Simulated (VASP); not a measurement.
# Ta (Im-3m) in VASP: further runs

Runs on Ta. Level: LDA. Tasks: single point.

Everything below comes from runs of VASP 6.6.1. Logs are shortened: lines on timing, memory, paths and dates and some standing lists are left out, and cuts for length are marked.

## (1) The cell of the first run

It takes space group Im-3m (No. 229, cubic). Conventional cell: a = 3.146 Å, b = 3.146 Å, c = 3.146 Å, α = 90.00°, β = 90.00°, γ = 90.00°. Ta (site symmetry m-3m) has 14 Ta at 2.72 to 3.15 Å within 3.6 Å.

## (2) Single point, LDA

Contents of INCAR:

```
PREC = Accurate ; ENCUT = 500
EDIFF = 1E-6 ; ISMEAR = -1
SIGMA = 0.05 ; LREAL = False
LASPH = True ; NELM = 120
ALGO = Normal ; ISIF = 2
LWAVE = False ; LCHARG = False
GGA = CA ; NBANDS = 12
GGA_COMPAT = False
```

Contents of KPOINTS:

```
Automatic mesh
0
Gamma
  11 11 11
```

Contents of POSCAR:

```
Ta
1.0
   -1.5732314312      1.5732314312      1.5732314312
    1.5732314312     -1.5732314312      1.5732314312
    1.5732314312      1.5732314312     -1.5732314312
Ta
1
Direct
    0.0000000000      0.0000000000      0.0000000000
```

Potentials or basis: VASP PAW LDA potentials, release 64 (Ta_pv).

The run is started by

```
$ cat potpaw_LDA.64/Ta_pv/POTCAR > POTCAR
$ mpirun -np 1 vasp_std > vasp.out
```

OUTCAR:

```text
PREC = Accurate
   ENCUT = 500
   EDIFF = 1E-6
   ISMEAR = -1
   LREAL = False
   LASPH = True
   NELM = 120
   ISIF = 2
   GGA = CA

 ion  position               nearest neighbor table
   1  0.000  0.000  0.000-

  LATTYP: Found a body centered cubic cell.
 ALAT       =     3.1464628624

  Lattice vectors:

 A1 = (  -1.5732314312,   1.5732314312,   1.5732314312)
 A2 = (   1.5732314312,  -1.5732314312,   1.5732314312)
 A3 = (   1.5732314312,   1.5732314312,  -1.5732314312)

Analysis of symmetry for initial positions (statically):
=====================================================================
 Subroutine PRICEL returns:
 Original cell was already a primitive cell.

 Routine SETGRP: Setting up the symmetry group for a
 body centered cubic supercell.

 Subroutine GETGRP returns: Found 48 space group operations
 (whereof 48 operations were pure point group operations)
 out of a pool of 48 trial point group operations.

The static configuration has the point symmetry O_h .

Analysis of symmetry for dynamics (positions and initial velocities):
=====================================================================
 Subroutine PRICEL returns:
 Original cell was already a primitive cell.

 Routine SETGRP: Setting up the symmetry group for a
 body centered cubic supercell.

 Subroutine GETGRP returns: Found 48 space group operations
 (whereof 48 operations were pure point group operations)
 out of a pool of 48 trial point group operations.

The dynamic configuration has the point symmetry O_h .

 Subroutine INISYM returns: Found 48 space group operations
 (whereof 48 operations are pure point group operations),
 and found     1 'primitive' translations

----------------------------------------------------------------------------------------

                                     Primitive cell

  volume of cell :      15.5754

  direct lattice vectors                    reciprocal lattice vectors
    -1.573231431  1.573231431  1.573231431     0.000000000  0.317817195  0.317817195
     1.573231431 -1.573231431  1.573231431     0.317817195  0.000000000  0.317817195
     1.573231431  1.573231431 -1.573231431     0.317817195  0.317817195  0.000000000

  length of vectors
     2.724916771  2.724916771  2.724916771     0.449461387  0.449461387  0.449461387

  position of ions in fractional coordinates (direct lattice)
     0.000000000  0.000000000  0.000000000

  ion indices of the primitive-cell ions
   primitive index   ion index
                 1           1

----------------------------------------------------------------------------------------

 KPOINTS: Automatic mesh

Automatic generation of k-mesh.
 Grid dimensions read from file:
 generate k-points for:   11   11   11

 Generating k-lattice:

  Cartesian coordinates                     Fractional coordinates (reciprocal lattice)
     0.000000000  0.028892472  0.028892472     0.090909091  0.000000000  0.000000000
     0.028892472  0.000000000  0.028892472     0.000000000  0.090909091  0.000000000
     0.028892472  0.028892472  0.000000000     0.000000000  0.000000000  0.090909091

  Length of vectors
     0.040860126  0.040860126  0.040860126

  Shift w.r.t. Gamma in fractional coordinates (k-lattice)
     0.000000000  0.000000000  0.000000000

 Subroutine IBZKPT returns following result:
 ===========================================

 Found     56 irreducible k-points:

 Following reciprocal coordinates:
            Coordinates               Weight
  0.000000  0.000000  0.000000      1.000000
  0.090909  0.000000  0.000000     12.000000
  0.181818  0.000000  0.000000     12.000000
  0.272727  0.000000  0.000000     12.000000
  0.363636  0.000000  0.000000     12.000000
  0.454545  0.000000  0.000000     12.000000
[... 16 lines left out ...]
  0.272727  0.181818  0.090909     48.000000
  0.363636  0.181818  0.090909     24.000000
 [... further k-points ...]
   k-points           NKPTS =     56   k-points in BZ     NKDIM =     56   number of bands    NBANDS=     12
   number of dos      NEDOS =    301   number of ions     NIONS =      1
   total plane-waves  NPLWV =   8000
   dimension x,y,z NGX =    20 NGY =   20 NGZ =   20
   dimension x,y,z NGXF=    40 NGYF=   40 NGZF=   40
   ions per type =               1
   NGX,Y,Z   is equivalent  to a cutoff of  12.20, 12.20, 12.20 a.u.
   NGXF,Y,Z  is equivalent  to a cutoff of  24.40, 24.40, 24.40 a.u.
 SYSTEM =  unknown system
   PREC   = accura    normal or accurate (medium, high low for compatibility)
   ISTART =      0    job   : 0-new  1-cont  2-samecut
   ICHARG =      2    charge: 1-file 2-atom 10-const
   ISPIN  =      1    spin polarized calculation?
   LNONCOLLINEAR =      F non collinear calculations
   LSORBIT =      F    spin-orbit coupling
   LASPH  =      T    aspherical Exc in radial PAW
   ENCUT  =  500.0 eV  36.75 Ry    6.06 a.u.   4.97  4.97  4.97*2*pi/ulx,y,z
   NELM   =    120;   NELMIN=  2; NELMDL= -5     # of ELM steps
   EDIFF  = 0.1E-05   stopping-criterion for ELM
   LREAL  =      F    real-space projection
   EDIFFG = 0.1E-04   stopping-criterion for IOM
   NSW    =      0    number of steps for IOM
   IBRION =     -1    ionic relax: 0-MD 1-quasi-New 2-CG
   NFREE  =      0    steps in history (QN), initial steepest desc. (CG)
   ISIF   =      2    stress and relaxation
   ISYM   =      2    0-nonsym 1-usesym 2-fastsym
   POTIM  = 0.5000    time-step for ionic-motion
   TEBEG  =    0.0;   TEEND  =   0.0 temperature during run
   PSTRESS=    0.0 pullay stress
   NELECT =      11.0000    total number of electrons
   NUPDOWN=      -1.0000    fix difference up-down
   EMIN   =  10.00;   EMAX   =-10.00  energy-range for DOS
   EFERMI =   0.00;   METHOD = LEGACY
   ISMEAR =    -1;   SIGMA  =   0.05  broadening in eV -4-tet -1-fermi 0-gaus
   EFERMI_NEDOS =   21; number of points for ismear=-14 and -15
   IALGO  =     38    algorithm
   IMIX   =      4    mixing-type and parameters
     AMIX     =   0.40;   BMIX     =  1.00
     AMIX_MAG =   1.60;   BMIX_MAG =  1.00
  volume/ion in A,a.u.               =      15.58       105.11
  Fermi-wavevector in a.u.,A,eV,Ry     =   1.457896  2.755023 28.918636  2.125460
  Thomas-Fermi vector in A             =   2.574644
   LORBIT       =      0    0 simple, 1 ext, 2 COOP (PROOUT), +10 PAW based schemes
   GGA     = CA    functional components
   LHFCALC =     F    Hartree Fock is set to
   AEXX    =    0.0000 exact exchange contribution
   IVDW    =     0    specifies the selected vdW correction
   LEPSILON=     F    determine dielectric tensor
   LRPA    =     F    only Hartree local field effects (RPA)
 non-spin polarized calculation
  energy-cutoff  :      500.00
  volume of cell :       15.58
 maximum number of plane-waves:       410
   NGX =  9   NGY =  9   NGZ =  9

 number of electron      11.0000003 magnetization

 Free energy of the ion-electron system (eV)
  ---------------------------------------------------
  ext. energy  EPLUGINS =         0.00000000
  ---------------------------------------------------
  free energy    TOTEN  =       -12.69645593 eV

  energy without entropy =      -12.68751188  energy(sigma->0) =      -12.69198391

 E-fermi :   6.6394     XC(G=0): -13.5527

 val. band max:        6.6358139383   @ k =  -0.1818   0.2727   0.0909
 cond. band min:       6.6510746826   @ k =   0.0909   0.0909   0.0000
 fundamental gap:      0.0152607443
 Fermi energy:         6.6394220473

 k-point     1 :       0.0000    0.0000    0.0000
  band No.  band energies     occupation
      1     -25.6577      2.00000
      2     -25.6577      2.00000
      3     -25.6577      2.00000
      4      -1.6832      2.00000
      5       7.3051      0.00000
      6       7.3051      0.00000
      7       7.3051      0.00000
      8      11.1114      0.00000
      9      11.1114      0.00000
     10      20.8231      0.00000
     11      22.4282      0.00000
     12      22.4282      0.00000

 k-point     2 :       0.0909    0.0000    0.0000
  band No.  band energies     occupation
      1     -25.8269      2.00000
      2     -25.7075      2.00000
      3     -25.6592      2.00000
      4      -1.2406      2.00000
      5       7.0194      0.00100
      6       7.2133      0.00002
      7       7.7437      0.00000
      8      10.6726      0.00000
      9      11.1101      0.00000
     10      20.8228      0.00000
     11      22.8304      0.00000
     12      23.1786      0.00000

 k-point     3 :       0.1818    0.0000    0.0000
  band No.  band energies     occupation
      1     -26.2620      2.00000
      2     -25.8390      2.00000
      3     -25.6635      2.00000
      4      -0.0871      2.00000
      5       6.3360      1.99538
      6       6.7933      0.08804
      7       9.0211      0.00000
      8      10.2727      0.00000
      9      11.1726      0.00000
     10      20.8222      0.00000
     11      23.4986      0.00000
     12      25.2441      0.00000
[... 286 lines left out ...]
 k-point    23 :       0.2727    0.1818    0.0909
  band No.  band energies     occupation
      1     -27.2226      2.00000
      2     -26.4036      2.00000
      3     -25.9681      2.00000
      4       3.5160      2.00000
      5       4.8067      2.00000
      6       6.2896      1.99817
      7      11.6083      0.00000
      8      12.2992      0.00000
      9      17.5405      0.00000
     10      19.1376      0.00000
     11      20.8440      0.00000
     12      22.2895      0.00000

 k-point    24 :       0.3636    0.1818    0.0909
  band No.  band energies     occupation
      1     -27.2297      2.00000
      2     -26.5275      2.00000
      3     -25.9821      2.00000
      4       3.4472      2.00000
      5       4.7430      2.00000
      6       7.1323      0.00010
      7      11.7388      0.00000
      8      12.4319      0.00000
      9      17.6792      0.00000
     10      18.6214      0.00000
     11      20.8357      0.00000
     12      21.5755      0.00000

 [... further k-points ...]
[... 5 lines left out ...]
  --------------------------------------------------------------------------------------
  -------------------------------------------------------------------------------------
  Total        2.8173964      2.8173964      2.8173964     -0.0000000     -0.0000000     -0.0000000
  in kB      289.8148949    289.8148949    289.8148949     -0.0000000     -0.0000000     -0.0000000
  external PRESSURE =     289.8148949 kB  Pullay stress =       0.0000000 kB

 VOLUME and BASIS-vectors are now :
 -----------------------------------------------------------------------------
  energy-cutoff  :      500.00
  volume of cell :       15.58
      direct lattice vectors                 reciprocal lattice vectors
    -1.573231431  1.573231431  1.573231431     0.000000000  0.317817195  0.317817195
     1.573231431 -1.573231431  1.573231431     0.317817195  0.000000000  0.317817195
     1.573231431  1.573231431 -1.573231431     0.317817195  0.317817195  0.000000000

 POSITION                                       TOTAL-FORCE (eV/Angst)
 -----------------------------------------------------------------------------------
      0.00000      0.00000      0.00000        -0.000000      0.000000     -0.000000
 -----------------------------------------------------------------------------------
    total drift:                                0.000000     -0.000000      0.000000

  FREE ENERGIE OF THE ION-ELECTRON SYSTEM (eV)
  ---------------------------------------------------
  free  energy   TOTEN  =       -12.6964559336 eV

  energy  without entropy=      -12.6875118849  energy(sigma->0) =      -12.69198391
```

Wall time 11 s (1 thread of Intel Xeon 8259CL, shared host); peak memory 0.12 GiB.

Results:

| Property | Result |
| --- | --- |
| Free energy | -12.6965 eV |
| Pressure | 29.0 GPa |

Levels at points of the mesh, in eV from the Fermi level:
| k point | band 2 | band 3 | band 4 | band 5 | band 6 | band 7 | band 8 | band 9 |
| --- | --- | --- | --- | --- | --- | --- | --- | --- |
| (0.00, 0.00, 0.00) | -32.30 | -32.30 | -8.32 | 0.67 | 0.67 | 0.67 | 4.47 | 4.47 |

Caveat: spin-orbit coupling is left out, which moves the levels of the heavy elements.

## (3) Single point, LDA

This run uses another cell than the first one, of 15.91 Å³/atom, 1.021 times its volume.

Contents of INCAR:

```
  PREC = Accurate
  ENCUT = 500
  EDIFF = 1E-6
  ISMEAR = -1
  SIGMA = 0.05
  LREAL = False
  LASPH = True
  NELM = 120
  ALGO = Normal
  ISIF = 2
  LWAVE = False
  LCHARG = True
  LELF = True
  LVHAR = True
  NBANDS = 12
  GGA_COMPAT = False
```

KPOINTS is that of step 2.

Contents of POSCAR:

```
Ta
1.0
   -1.5843108909      1.5843108909      1.5843108909
    1.5843108909     -1.5843108909      1.5843108909
    1.5843108909      1.5843108909     -1.5843108909
Ta
1
Direct
    0.0000000000      0.0000000000      0.0000000000
```

Potentials or basis: VASP PAW LDA potentials, release 64 (Ta_pv).

The run is started by

```
$ cat potpaw_LDA.64/Ta_pv/POTCAR > POTCAR
$ mpirun -np 1 vasp_std > vasp.out
```

It took 12 s on 1 thread of Intel Xeon 8259CL, shared host; peak memory 0.12 GiB.

Results (log left out):

| Property | Result |
| --- | --- |
| Free energy | -12.7494 eV |
| Pressure | 22.2 GPa |

Levels at points of the mesh, in eV from the Fermi level:
```tsv
k point	band 1	band 2	band 3	band 4	band 5	band 6	band 7	band 8	band 9	band 10
(0.00, 0.00, 0.00)	-32.39	-32.39	-32.39	-8.26	0.67	0.67	0.67	4.39	4.39	14.11
```

Caveat: spin-orbit coupling is left out, which moves the levels of the heavy elements.
